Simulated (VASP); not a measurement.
# Ti5S in VASP: further runs

Ti5S is run at these levels: PBE; tasks: relaxation of the atoms.

Program: VASP 6.6.1. These are calculated values, not measurements. Logs are shortened: lines on timing, memory, paths and dates and some standing lists are left out, and cuts for length are marked.

### Step 1. The cell of the first run

The cell holds a slab with vacuum, 6 atoms: a = 2.938 Å, b = 2.938 Å, c = 24.712 Å, α = 90.00°, β = 90.00°, γ = 120.00°.

### Step 2. Relaxation of the atoms, PBE

INCAR reads:

```
PREC = Accurate ; ENCUT = 520
EDIFF = 1E-6 ; ISMEAR = 0
SIGMA = 0.1 ; LREAL = False
LASPH = True ; NELM = 80
ALGO = Normal ; ISIF = 2
LWAVE = False ; LCHARG = False
LDIPOL = True ; IDIPOL = 3
DIPOL = 0.5 0.5 0.391 ; GGA = PE
IBRION = 2 ; NSW = 36
EDIFFG = -0.025
```

KPOINTS reads:

```
regular mesh
0
Gamma
  9 9 1
```

POSCAR reads:

```
Ti5S
1.0
    2.9381632086      0.0000000000      0.0000000000
   -1.4690816043      2.5445239791      0.0000000000
    0.0000000000      0.0000000000     24.7117068140
Ti S
5 1
Selective dynamics
Direct
    0.6666666667      0.3333333333      0.1618666015  F F F
    0.3333333333      0.6666666667      0.2559609806  F F F
    0.6666666667      0.3333333333      0.3506708119  F F F
    0.3333333333      0.6666666667      0.4475655916  F F F
    0.6666666667      0.3333333333      0.5346335206  F F F
    1.3333333333      0.6666666667      0.5969521622  F F T
```

Potentials or basis: VASP PAW PBE potentials, release 64 (Ti_sv, S).

On the command line:

```console
cat potpaw_PBE.64/Ti_sv/POTCAR potpaw_PBE.64/S/POTCAR > POTCAR
mpirun -np 1 vasp_std > vasp.out
```

OUTCAR:

```text
PREC = Accurate
   ENCUT = 520
   EDIFF = 1E-6
   ISMEAR = 0
   LREAL = False
   LASPH = True
   NELM = 80
   ISIF = 2
   GGA = PE
   IBRION = 2
   NSW = 36
   EDIFFG = -0.025

 ion  position               nearest neighbor table
   1  0.667  0.333  0.162-   2 2.88   2 2.88   2 2.88
   2  0.333  0.667  0.256-   1 2.88   1 2.88   1 2.88   3 2.89   3 2.89   3 2.89
   3  0.667  0.333  0.351-   2 2.89   2 2.89   2 2.89
   4  0.333  0.667  0.448-   5 2.74   5 2.74   5 2.74
   5  0.667  0.333  0.535-   6 2.29   6 2.29   6 2.29   4 2.74   4 2.74   4 2.74
   6  0.333  0.667  0.597-   5 2.29   5 2.29   5 2.29

  LATTYP: Found a hexagonal cell.
 ALAT       =     2.9381632086
 C/A-ratio  =     8.4105970498

  Lattice vectors:

 A1 = (   2.9381632086,   0.0000000000,   0.0000000000)
 A2 = (  -1.4690816043,   2.5445239791,   0.0000000000)
 A3 = (   0.0000000000,   0.0000000000,  24.7117068140)

Analysis of symmetry for initial positions (statically):
=====================================================================
 Subroutine PRICEL returns:
 Original cell was already a primitive cell.

 Routine SETGRP: Setting up the symmetry group for a
 hexagonal supercell.

 Subroutine GETGRP returns: Found  6 space group operations
 (whereof  6 operations were pure point group operations)
 out of a pool of 24 trial point group operations.

The static configuration has the point symmetry C_3v.

Analysis of symmetry for dynamics (positions and initial velocities):
=====================================================================
 Subroutine PRICEL returns:
 Original cell was already a primitive cell.

 Routine SETGRP: Setting up the symmetry group for a
 hexagonal supercell.

 Subroutine GETGRP returns: Found  6 space group operations
 (whereof  6 operations were pure point group operations)
 out of a pool of 24 trial point group operations.

The dynamic configuration has the point symmetry C_3v.

Analysis of constrained symmetry for selective dynamics:
=====================================================================
 Subroutine PRICEL returns:
 Original cell was already a primitive cell.

 Routine SETGRP: Setting up the symmetry group for a
 hexagonal supercell.

 Subroutine GETGRP returns: Found  6 space group operations
 (whereof  6 operations were pure point group operations)
 out of a pool of 24 trial point group operations.

The constrained configuration has the point symmetry C_3v.

 Subroutine INISYM returns: Found  6 space group operations
 (whereof  6 operations are pure point group operations),
 and found     1 'primitive' translations

----------------------------------------------------------------------------------------

                                     Primitive cell

  volume of cell :     184.7503

  direct lattice vectors                    reciprocal lattice vectors
     2.938163209  0.000000000  0.000000000     0.340348690  0.196500408  0.000000000
    -1.469081604  2.544523979  0.000000000     0.000000000  0.393000816  0.000000000
     0.000000000  0.000000000 24.711706814     0.000000000  0.000000000  0.040466650

  length of vectors
     2.938163209  2.938163209 24.711706814     0.393000816  0.393000816  0.040466650

  position of ions in fractional coordinates (direct lattice)
     0.666666667  0.333333333  0.161866602
     0.333333333  0.666666667  0.255960981
     0.666666667  0.333333333  0.350670812
     0.333333333  0.666666667  0.447565592
     0.666666667  0.333333333  0.534633521
     0.333333333  0.666666667  0.596952162

  ion indices of the primitive-cell ions
   primitive index   ion index
                 1           1
                 2           2
                 3           3
                 4           4
                 5           5
                 6           6

----------------------------------------------------------------------------------------

 KPOINTS: regular mesh

Automatic generation of k-mesh.
 Grid dimensions read from file:
[... 23 lines left out ...]
  0.111111 -0.000000  0.000000      6.000000
  0.222222 -0.000000  0.000000      6.000000
  0.333333 -0.000000  0.000000      6.000000
  0.444444 -0.000000  0.000000      6.000000
  0.111111  0.111111  0.000000      6.000000
  0.222222  0.111111  0.000000     12.000000
  0.333333  0.111111  0.000000     12.000000
  0.444444  0.111111  0.000000      6.000000
  0.222222  0.222222  0.000000      6.000000
  0.333333  0.222222  0.000000     12.000000
  0.333333  0.333333  0.000000      2.000000
   k-points           NKPTS =     12   k-points in BZ     NKDIM =     12   number of bands    NBANDS=     39
   number of dos      NEDOS =    301   number of ions     NIONS =      6
   total plane-waves  NPLWV = 110592
   dimension x,y,z NGX =    24 NGY =   24 NGZ =  192
   dimension x,y,z NGXF=    48 NGYF=   48 NGZF=  384
   ions per type =               5   1
   NGX,Y,Z   is equivalent  to a cutoff of  13.58, 13.58, 12.92 a.u.
   NGXF,Y,Z  is equivalent  to a cutoff of  27.16, 27.16, 25.83 a.u.
 SYSTEM =  unknown system
   PREC   = accura    normal or accurate (medium, high low for compatibility)
   ISTART =      0    job   : 0-new  1-cont  2-samecut
   ICHARG =      2    charge: 1-file 2-atom 10-const
   ISPIN  =      1    spin polarized calculation?
   LNONCOLLINEAR =      F non collinear calculations
   LSORBIT =      F    spin-orbit coupling
   LASPH  =      T    aspherical Exc in radial PAW
   ENCUT  =  520.0 eV  38.22 Ry    6.18 a.u.   5.46  5.46 45.95*2*pi/ulx,y,z
   NELM   =     80;   NELMIN=  2; NELMDL= -5     # of ELM steps
   EDIFF  = 0.1E-05   stopping-criterion for ELM
   LREAL  =      F    real-space projection
   EDIFFG = -.3E-01   stopping-criterion for IOM
   NSW    =     36    number of steps for IOM
   IBRION =      2    ionic relax: 0-MD 1-quasi-New 2-CG
   NFREE  =      1    steps in history (QN), initial steepest desc. (CG)
   ISIF   =      2    stress and relaxation
   ISYM   =      2    0-nonsym 1-usesym 2-fastsym
   POTIM  = 0.5000    time-step for ionic-motion
   TEBEG  =    0.0;   TEEND  =   0.0 temperature during run
   PSTRESS=    0.0 pullay stress
   NELECT =      66.0000    total number of electrons
   NUPDOWN=      -1.0000    fix difference up-down
   EMIN   =  10.00;   EMAX   =-10.00  energy-range for DOS
   EFERMI =   0.00;   METHOD = LEGACY
   ISMEAR =     0;   SIGMA  =   0.10  broadening in eV -4-tet -1-fermi 0-gaus
   EFERMI_NEDOS =   21; number of points for ismear=-14 and -15
   IALGO  =     38    algorithm
   IMIX   =      4    mixing-type and parameters
     AMIX     =   0.40;   BMIX     =  1.00
     AMIX_MAG =   1.60;   BMIX_MAG =  1.00
  volume/ion in A,a.u.               =      30.79       207.79
  Fermi-wavevector in a.u.,A,eV,Ry     =   1.161612  2.195128 18.358917  1.349342
  Thomas-Fermi vector in A             =   2.298182
   LORBIT       =      0    0 simple, 1 ext, 2 COOP (PROOUT), +10 PAW based schemes
   GGA     = PE    functional components
   LHFCALC =     F    Hartree Fock is set to
   AEXX    =    0.0000 exact exchange contribution
   IVDW    =     0    specifies the selected vdW correction
   LEPSILON=     F    determine dielectric tensor
   LRPA    =     F    only Hartree local field effects (RPA)
 conjugate gradient relaxation of ions
 non-spin polarized calculation
 Gauss-broadening in eV      SIGMA  =   0.10
  energy-cutoff  :      520.00
  volume of cell :      184.75
 maximum number of plane-waves:      5059
 NGX is ok and might be reduce to    24
   NGX = 11   NGY = 11   NGZ = 91

--------------------------------------- Ionic step        1  -------------------------------------------

 number of electron      65.9999991 magnetization

 Free energy of the ion-electron system (eV)
  ---------------------------------------------------
  ext. energy  EPLUGINS =         0.00000000
  ---------------------------------------------------
  free energy    TOTEN  =       -43.17974528 eV

  energy without entropy =      -43.13199772  energy(sigma->0) =      -43.15587150

------------------------ aborting loop because EDIFF is reached ----------------------------------------

  FORCE on cell =-STRESS in cart. coord.  units (eV):
  Direction    XX          YY          ZZ          XY          YZ          ZX
  --------------------------------------------------------------------------------------
  -------------------------------------------------------------------------------------
  Total        5.2924577      5.2924577      2.2530929      0.0000000      0.0000000      0.0000000
  in kB       45.8968389     45.8968389     19.5390963      0.0000000      0.0000000      0.0000000
  external PRESSURE =      37.1109247 kB  Pullay stress =       0.0000000 kB
[... 101 lines left out ...]
  FREE ENERGIE OF THE ION-ELECTRON SYSTEM (eV)
  ---------------------------------------------------
  free  energy   TOTEN  =       -43.2535611796 eV

  energy  without entropy=      -43.2048472286  energy(sigma->0) =      -43.22920420

 dipolmoment           0.000000      0.000000     -0.007986 electrons x Angstroem

--------------------------------------- Ionic step        4  -------------------------------------------

 number of electron      65.9999991 magnetization

------------------------ aborting loop because EDIFF is reached ----------------------------------------
[... 75 lines left out ...]
--------------------------------------- Ionic step        6  -------------------------------------------

 number of electron      65.9999991 magnetization

 dipolmoment           0.000000      0.000000      0.061595 electrons x Angstroem

 Free energy of the ion-electron system (eV)
  ---------------------------------------------------
  ext. energy  EPLUGINS =         0.00000000
  ---------------------------------------------------
  free energy    TOTEN  =       -43.25916211 eV

  energy without entropy =      -43.21471417  energy(sigma->0) =      -43.23693814

 E-fermi :   2.1614     XC(G=0):  -6.9228

 val. band max:        2.1392453326   @ k =   0.1111   0.1111   0.0000
 cond. band min:       2.1845006902   @ k =   0.3333   0.1111   0.0000
 fundamental gap:      0.0452553576
 Fermi energy:         2.1614344107

 k-point     1 :       0.0000    0.0000    0.0000
  band No.  band energies     occupation
      1     -54.7970      2.00000
      2     -54.6194      2.00000
      3     -54.5551      2.00000
      4     -54.4606      2.00000
      5     -54.1787      2.00000
      6     -31.2255      2.00000
[... 493 lines left out ...]
     38       2.4643      0.00002
     39       3.6531      0.00000

------------------------ aborting loop because EDIFF is reached ----------------------------------------

 vacuum level on the upper side and lower side of the slab       (xc-potential included)         0.486        -1.004

  FORCE on cell =-STRESS in cart. coord.  units (eV):
  Direction    XX          YY          ZZ          XY          YZ          ZX
  --------------------------------------------------------------------------------------
  -------------------------------------------------------------------------------------
  Total        2.2949772      2.2949772      0.1053547      0.0000000      0.0000000      0.0000000
  in kB       19.9023218     19.9023218      0.9136489      0.0000000      0.0000000      0.0000000
  external PRESSURE =      13.5727641 kB  Pullay stress =       0.0000000 kB
[... 21 lines left out ...]
  FREE ENERGIE OF THE ION-ELECTRON SYSTEM (eV)
  ---------------------------------------------------
  free  energy   TOTEN  =       -43.2591621068 eV

  energy  without entropy=      -43.2147141653  energy(sigma->0) =      -43.23693814

 reached required accuracy - stopping structural energy minimisation

 vacuum level on the upper side and lower side of the slab         7.875         6.352
```

It took 13 min on 1 thread of Intel Xeon Platinum 8259CL at 2.50GHz (Skylake/Cascade Lake), shared host; peak memory 0.36 GiB.

What came out:

```
Free energy               : -43.2592 eV
Energy gained by relaxing : 13.2 meV/atom
Ionic steps               : 6
Band gap on the k mesh    : zero (bands 33 and 34 overlap by 0.83 eV)
```

Step by step:
| step | energy change (eV) | largest force on free atoms (eV/Å) | pressure (GPa) |
| --- | --- | --- | --- |
| 1 | 0.0000 | 1.2274 | 3.71 |
| 2 | -0.0494 | 0.4912 | 2.86 |
| 3 | -0.0738 | 0.2270 | 1.90 |
| 4 | -0.0492 | 0.6091 | 0.32 |
| 5 | -0.0793 | 0.0315 | 1.43 |
| 6 | -0.0794 | 0.0028 | 1.36 |

Final structure:
```
Ti S
1.0
     2.93816    0.00000    0.00000
    -1.46908    2.54452    0.00000
     0.00000    0.00000   24.71171
Ti S
5 1
Direct
  0.66667 0.33333 0.16187
  0.33333 0.66667 0.25596
  0.66667 0.33333 0.35067
  0.33333 0.66667 0.44757
  0.66667 0.33333 0.53463
  0.33333 0.66667 0.60424
```

### Step 3. Relaxation of the atoms, PBE

Changes to INCAR since step 2:

```diff
@@ -3,3 +3,3 @@
 SIGMA = 0.1 ; LREAL = False
-LASPH = True ; NELM = 80
+LASPH = True ; NELM = 60
 ALGO = Normal ; ISIF = 2
```

KPOINTS is that of step 2.

Changes to POSCAR since step 2:

```diff
@@ -14,2 +14,2 @@
     0.6666666667      0.3333333333      0.5346335206  F F F
-    1.3333333333      0.6666666667      0.5969521622  F F T
+    1.0000000000      1.0000000000      0.5969521622  F F T
```

Potentials or basis: VASP PAW PBE potentials, release 64 (Ti_sv, S).

On the command line:

```console
cat potpaw_PBE.64/Ti_sv/POTCAR potpaw_PBE.64/S/POTCAR > POTCAR
mpirun -np 1 vasp_std > vasp.out
```

Wall time 20 min (1 thread of AMD EPYC 7R43 (Zen 3), shared host); peak memory 0.3 GiB.

Results (log left out):

```
Free energy               : -43.3827 eV
Energy gained by relaxing : 9.5 meV/atom
Ionic steps               : 6
Band gap on the k mesh    : zero (bands 33 and 34 overlap by 0.96 eV)
```

Step by step:
| step | energy change (eV) | largest force on free atoms (eV/Å) | pressure (GPa) |
| --- | --- | --- | --- |
| 1 | 0.0000 | 0.9856 | 3.60 |
| 2 | -0.0314 | 0.3880 | 2.94 |
| 3 | -0.0413 | 0.2924 | 2.53 |
| 4 | -0.0555 | 0.1174 | 1.77 |
| 5 | -0.0245 | 0.6423 | 0.47 |
| 6 | -0.0568 | 0.0113 | 1.55 |

Final structure:
```xyz
6
Lattice="2.9382 0.0000 0.0000 -1.4691 2.5445 0.0000 0.0000 0.0000 24.7117" Properties=species:S:1:pos:R:3 pbc="T T T"
Ti    1.4691    0.8482    4.0000
Ti    0.0000    1.6963    6.3252
Ti    1.4691    0.8482    8.6657
Ti    0.0000    1.6963   11.0601
Ti    1.4691    0.8482   13.2117
S     0.0000    0.0000   14.9110
```

Levels at points of the mesh, in eV from the Fermi level:
```csv
k point,band 29,band 30,band 31,band 32,band 33,band 34,band 35,band 36,band 37,band 38
"(0.00, 0.00, 0.00)",0.13,0.13,0.22,0.48,0.69,0.73,0.73,0.79,0.79,0.90
```

The gap in the log of VASP goes by the Fermi energy; the results here count the filled bands.